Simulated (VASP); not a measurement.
# ZnGe2N2 (P-6m2) in VASP: further runs

ZnGe2N2 is run at these levels: PBE; tasks: single point, relaxation of cell and atoms.

Program: VASP 6.6.1. These are calculated values, not measurements. Logs are shortened: lines on timing, memory, paths and dates and some standing lists are left out, and cuts for length are marked.

### 1 The cell of the first run

Symmetry: P-6m2, No. 187, hexagonal system. The conventional cell has a = 3.981 Å, b = 3.981 Å, c = 5.084 Å, α = 90.00°, β = 90.00°, γ = 120.00°. Zn (site symmetry -6m2) has 5 N at 2.30 to 2.54 Å and 3 Ge at 2.30 Å within 3.0 Å. Ge (site symmetry -6m2) has 3 N at 2.30 Å and 2 Ge at 2.54 Å within 3.0 Å. Ge (site symmetry -6m2) has 3 N at 2.30 Å and 3 Zn at 2.30 Å and 2 Ge at 2.54 Å within 3.0 Å. Within 3.0 Å of N (site symmetry -6m2) lie 3 Zn at 2.30 Å and 3 Ge at 2.30 Å. N (site symmetry -6m2) has 3 Ge at 2.30 Å and 2 Zn at 2.54 Å within 3.0 Å.

The cell was generated, and may not be a known phase.

### 2 Single point, PBE

The input, INCAR:

```
SYSTEM = ZnGe2N2
PREC = Accurate
ENCUT = 520
EDIFF = 1E-7
ISMEAR = 0
SIGMA = 0.1
LREAL = .False.
LASPH = .True.
NELM = 100
ALGO = Normal
ISIF = 2
LWAVE = .False.
LCHARG = .False.
GGA = PE
NBANDS = 33
```

The input, KPOINTS:

```
Automatic mesh
0
Gamma
  6 6 4
  0 0 0
```

The input, POSCAR:

```
ZnGe2N2
1.0
    3.9811997772      0.0000000000      0.0000000000
   -1.9905998886      3.4478201446      0.0000000000
    0.0000000000      0.0000000000      5.0839754706
Zn Ge N
1 2 2
Direct
    0.3333333333      0.6666666667      0.5000000000
    0.0000000000      0.0000000000      0.0000000000
    0.0000000000      0.0000000000      0.5000000000
    0.6666666667      0.3333333333      0.5000000000
    0.3333333333      0.6666666667      0.0000000000
```

Potentials or basis: VASP PAW PBE potentials, release 64 (Zn, Ge_d, N).

On the command line:

```
$ cat potpaw_PBE.64/Zn/POTCAR potpaw_PBE.64/Ge_d/POTCAR potpaw_PBE.64/N/POTCAR > POTCAR
$ mpirun -np 1 vasp_std > vasp.out
```

OUTCAR:

```text
SYSTEM = ZnGe2N2
   PREC = Accurate
   ENCUT = 520
   EDIFF = 1E-7
   ISMEAR = 0
   LREAL = .False.
   LASPH = .True.
   NELM = 100
   ISIF = 2
   GGA = PE

 ion  position               nearest neighbor table
   1  0.333  0.667  0.500-   3 2.30   4 2.30   4 2.30   3 2.30   3 2.30   4 2.30
   2  0.000  0.000  0.000-   5 2.30   5 2.30   5 2.30   3 2.54   3 2.54
   3  0.000  0.000  0.500-   1 2.30   4 2.30   4 2.30   1 2.30   4 2.30   1 2.30   2 2.54   2 2.54

   4  0.667  0.333  0.500-   1 2.30   3 2.30   1 2.30   3 2.30   3 2.30   1 2.30
   5  0.333  0.667  0.000-   2 2.30   2 2.30   2 2.30

  LATTYP: Found a hexagonal cell.
 ALAT       =     3.9811997772
 C/A-ratio  =     1.2769958191

  Lattice vectors:

 A1 = (   3.9811997772,   0.0000000000,   0.0000000000)
 A2 = (  -1.9905998886,   3.4478201446,   0.0000000000)
 A3 = (   0.0000000000,   0.0000000000,   5.0839754706)

Analysis of symmetry for initial positions (statically):
=====================================================================
 Subroutine PRICEL returns:
 Original cell was already a primitive cell.

 Routine SETGRP: Setting up the symmetry group for a
 hexagonal supercell.

 Subroutine GETGRP returns: Found 12 space group operations
 (whereof 12 operations were pure point group operations)
 out of a pool of 24 trial point group operations.

The static configuration has the point symmetry D_3h.

Analysis of symmetry for dynamics (positions and initial velocities):
=====================================================================
 Subroutine PRICEL returns:
 Original cell was already a primitive cell.

 Routine SETGRP: Setting up the symmetry group for a
 hexagonal supercell.

 Subroutine GETGRP returns: Found 12 space group operations
 (whereof 12 operations were pure point group operations)
 out of a pool of 24 trial point group operations.

The dynamic configuration has the point symmetry D_3h.

 Subroutine INISYM returns: Found 12 space group operations
 (whereof 12 operations are pure point group operations),
 and found     1 'primitive' translations

----------------------------------------------------------------------------------------

                                     Primitive cell

  volume of cell :      69.7850

  direct lattice vectors                    reciprocal lattice vectors
     3.981199777  0.000000000  0.000000000     0.251180563  0.145019165  0.000000000
    -1.990599889  3.447820145  0.000000000     0.000000000  0.290038331  0.000000000
     0.000000000  0.000000000  5.083975471     0.000000000  0.000000000  0.196696464

  length of vectors
     3.981199777  3.981199777  5.083975471     0.290038331  0.290038331  0.196696464

  position of ions in fractional coordinates (direct lattice)
     0.333333333  0.666666667  0.500000000
     0.000000000  0.000000000  0.000000000
     0.000000000  0.000000000  0.500000000
     0.666666667  0.333333333  0.500000000
     0.333333333  0.666666667  0.000000000

  ion indices of the primitive-cell ions
   primitive index   ion index
                 1           1
                 2           2
                 3           3
                 4           4
                 5           5

----------------------------------------------------------------------------------------

 KPOINTS: Automatic mesh

Automatic generation of k-mesh.
 Grid dimensions read from file:
 generate k-points for:    6    6    4

 Generating k-lattice:

  Cartesian coordinates                     Fractional coordinates (reciprocal lattice)
     0.041863427  0.024169861  0.000000000     0.166666667  0.000000000  0.000000000
     0.000000000  0.048339722  0.000000000     0.000000000  0.166666667  0.000000000
     0.000000000  0.000000000  0.049174116     0.000000000  0.000000000  0.250000000

  Length of vectors
     0.048339722  0.048339722  0.049174116

  Shift w.r.t. Gamma in fractional coordinates (k-lattice)
     0.000000000  0.000000000  0.000000000

 Subroutine IBZKPT returns following result:
 ===========================================

 Found     21 irreducible k-points:

 Following reciprocal coordinates:
            Coordinates               Weight
  0.000000  0.000000  0.000000      1.000000
  0.166667  0.000000  0.000000      6.000000
  0.333333  0.000000  0.000000      6.000000
  0.500000  0.000000  0.000000      3.000000
  0.166667  0.166667  0.000000      6.000000
  0.333333  0.166667  0.000000     12.000000
[... 13 lines left out ...]
  0.333333  0.166667  0.500000     12.000000
  0.333333  0.333333  0.500000      2.000000
   k-points           NKPTS =     21   k-points in BZ     NKDIM =     21   number of bands    NBANDS=     33
   number of dos      NEDOS =    301   number of ions     NIONS =      5
   total plane-waves  NPLWV =  36000
   dimension x,y,z NGX =    30 NGY =   30 NGZ =   40
   dimension x,y,z NGXF=    60 NGYF=   60 NGZF=   80
   ions per type =               1   2   2
   NGX,Y,Z   is equivalent  to a cutoff of  12.53, 12.53, 13.08 a.u.
   NGXF,Y,Z  is equivalent  to a cutoff of  25.05, 25.05, 26.16 a.u.
 SYSTEM =  ZnGe2N2
   PREC   = accura    normal or accurate (medium, high low for compatibility)
   ISTART =      0    job   : 0-new  1-cont  2-samecut
   ICHARG =      2    charge: 1-file 2-atom 10-const
   ISPIN  =      1    spin polarized calculation?
   LNONCOLLINEAR =      F non collinear calculations
   LSORBIT =      F    spin-orbit coupling
   LASPH  =      T    aspherical Exc in radial PAW
   ENCUT  =  520.0 eV  38.22 Ry    6.18 a.u.   7.40  7.40  9.45*2*pi/ulx,y,z
   NELM   =    100;   NELMIN=  2; NELMDL= -5     # of ELM steps
   EDIFF  = 0.1E-06   stopping-criterion for ELM
   LREAL  =      F    real-space projection
   EDIFFG = 0.1E-05   stopping-criterion for IOM
   NSW    =      0    number of steps for IOM
   IBRION =     -1    ionic relax: 0-MD 1-quasi-New 2-CG
   NFREE  =      0    steps in history (QN), initial steepest desc. (CG)
   ISIF   =      2    stress and relaxation
   ISYM   =      2    0-nonsym 1-usesym 2-fastsym
   POTIM  = 0.5000    time-step for ionic-motion
   TEBEG  =    0.0;   TEEND  =   0.0 temperature during run
   PSTRESS=    0.0 pullay stress
   NELECT =      50.0000    total number of electrons
   NUPDOWN=      -1.0000    fix difference up-down
   EMIN   =  10.00;   EMAX   =-10.00  energy-range for DOS
   EFERMI =   0.00;   METHOD = LEGACY
   ISMEAR =     0;   SIGMA  =   0.10  broadening in eV -4-tet -1-fermi 0-gaus
   EFERMI_NEDOS =   21; number of points for ismear=-14 and -15
   IALGO  =     38    algorithm
   IMIX   =      4    mixing-type and parameters
     AMIX     =   0.40;   BMIX     =  1.00
     AMIX_MAG =   1.60;   BMIX_MAG =  1.00
  volume/ion in A,a.u.               =      13.96        94.19
  Fermi-wavevector in a.u.,A,eV,Ry     =   1.464910  2.768278 29.197560  2.145960
  Thomas-Fermi vector in A             =   2.580829
   LORBIT       =      0    0 simple, 1 ext, 2 COOP (PROOUT), +10 PAW based schemes
   GGA     = PE    functional components
   LHFCALC =     F    Hartree Fock is set to
   AEXX    =    0.0000 exact exchange contribution
   IVDW    =     0    specifies the selected vdW correction
   LEPSILON=     F    determine dielectric tensor
   LRPA    =     F    only Hartree local field effects (RPA)
 non-spin polarized calculation
 Gauss-broadening in eV      SIGMA  =   0.10
  energy-cutoff  :      520.00
  volume of cell :       69.78
 maximum number of plane-waves:      1902
 NGX is ok and might be reduce to    30
   NGX = 15   NGY = 15   NGZ = 19

 number of electron      50.0000030 magnetization

 Free energy of the ion-electron system (eV)
  ---------------------------------------------------
  ext. energy  EPLUGINS =         0.00000000
  ---------------------------------------------------
  free energy    TOTEN  =       -20.94371851 eV

  energy without entropy =      -20.93772209  energy(sigma->0) =      -20.94072030

 E-fermi :   4.5736     XC(G=0): -11.1562

 val. band max:        4.5264526789   @ k =   0.3333   0.1667   0.5000
 cond. band min:       4.6025770700   @ k =   0.1667   0.1667   0.0000
 fundamental gap:      0.0761243910
 Fermi energy:         4.5736385678

 k-point     1 :       0.0000    0.0000    0.0000
  band No.  band energies     occupation
      1     -20.4093      2.00000
      2     -20.4093      2.00000
      3     -20.3676      2.00000
      4     -20.2877      2.00000
      5     -20.2877      2.00000
      6     -19.8938      2.00000
[... 25 lines left out ...]
     32      14.1771      0.00000
     33      14.2245      0.00000

 k-point     2 :       0.1667    0.0000    0.0000
  band No.  band energies     occupation
      1     -20.4114      2.00000
      2     -20.4076      2.00000
      3     -20.3653      2.00000
      4     -20.2885      2.00000
      5     -20.2880      2.00000
      6     -19.8947      2.00000
[... 25 lines left out ...]
     32      12.9043      0.00000
     33      13.5354      0.00000

 k-point     3 :       0.3333    0.0000    0.0000
  band No.  band energies     occupation
      1     -20.4158      2.00000
      2     -20.4040      2.00000
      3     -20.3605      2.00000
      4     -20.2901      2.00000
      5     -20.2886      2.00000
      6     -19.8965      2.00000
[... 25 lines left out ...]
     32      12.7622      0.00000
     33      12.9719      0.00000

 k-point     4 :       0.5000    0.0000    0.0000
  band No.  band energies     occupation
      1     -20.4181      2.00000
      2     -20.4023      2.00000
      3     -20.3582      2.00000
      4     -20.2909      2.00000
      5     -20.2888      2.00000
      6     -19.8974      2.00000
[... 565 lines left out ...]
     32      12.2288      0.00000
     33      13.2014      0.00000

 k-point    20 :       0.3333    0.1667    0.5000
  band No.  band energies     occupation
      1     -20.4160      2.00000
      2     -20.4038      2.00000
      3     -20.2957      2.00000
      4     -20.2806      2.00000
      5     -20.2792      2.00000
      6     -19.8986      2.00000
[... 25 lines left out ...]
     32      11.5125      0.00000
     33      12.8041      0.00000

 k-point    21 :       0.3333    0.3333    0.5000
  band No.  band energies     occupation
      1     -20.4151      2.00000
      2     -20.4050      2.00000
      3     -20.2945      2.00000
      4     -20.2807      2.00000
      5     -20.2795      2.00000
      6     -19.8957      2.00000
[... 25 lines left out ...]
     32      11.0890      0.00000
     33      13.3058      0.00000

------------------------ aborting loop because EDIFF is reached ----------------------------------------

  FORCE on cell =-STRESS in cart. coord.  units (eV):
  Direction    XX          YY          ZZ          XY          YZ          ZX
  --------------------------------------------------------------------------------------
  -------------------------------------------------------------------------------------
  Total        0.1787161      0.1787161      0.0840123     -0.0000000      0.0000000      0.0000000
  in kB        4.1031015      4.1031015      1.9288199     -0.0000000      0.0000000      0.0000000
  external PRESSURE =       3.3783410 kB  Pullay stress =       0.0000000 kB

 VOLUME and BASIS-vectors are now :
 -----------------------------------------------------------------------------
  energy-cutoff  :      520.00
  volume of cell :       69.78
      direct lattice vectors                 reciprocal lattice vectors
     3.981199777  0.000000000  0.000000000     0.251180563  0.145019165  0.000000000
    -1.990599889  3.447820145  0.000000000     0.000000000  0.290038331  0.000000000
     0.000000000  0.000000000  5.083975471     0.000000000  0.000000000  0.196696464

 POSITION                                       TOTAL-FORCE (eV/Angst)
 -----------------------------------------------------------------------------------
     -0.00000      2.29855      2.54199         0.000000      0.000000      0.000000
      0.00000      0.00000      0.00000         0.000000     -0.000000      0.000000
      0.00000      0.00000      2.54199         0.000000     -0.000000      0.000000
      1.99060      1.14927      2.54199        -0.000000     -0.000000      0.000000
     -0.00000      2.29855      0.00000         0.000000     -0.000000      0.000000
 -----------------------------------------------------------------------------------
    total drift:                               -0.000005      0.000003     -0.000000

  FREE ENERGIE OF THE ION-ELECTRON SYSTEM (eV)
  ---------------------------------------------------
  free  energy   TOTEN  =       -20.9437185055 eV

  energy  without entropy=      -20.9377220910  energy(sigma->0) =      -20.94072030
```

Wall time 51 s (1 thread of Intel Xeon Platinum 8124M at 3.00GHz (Skylake/Cascade Lake), shared host); peak memory 0.2 GiB.

What came out:

* Free energy: -20.9437 eV
* Pressure: 0.3 GPa
* Band gap on the k mesh: zero (bands 25 and 26 overlap by 0.73 eV)

(Continued in part 2 of 2.)

The gap in the log of VASP goes by the Fermi energy; the results here count the filled bands.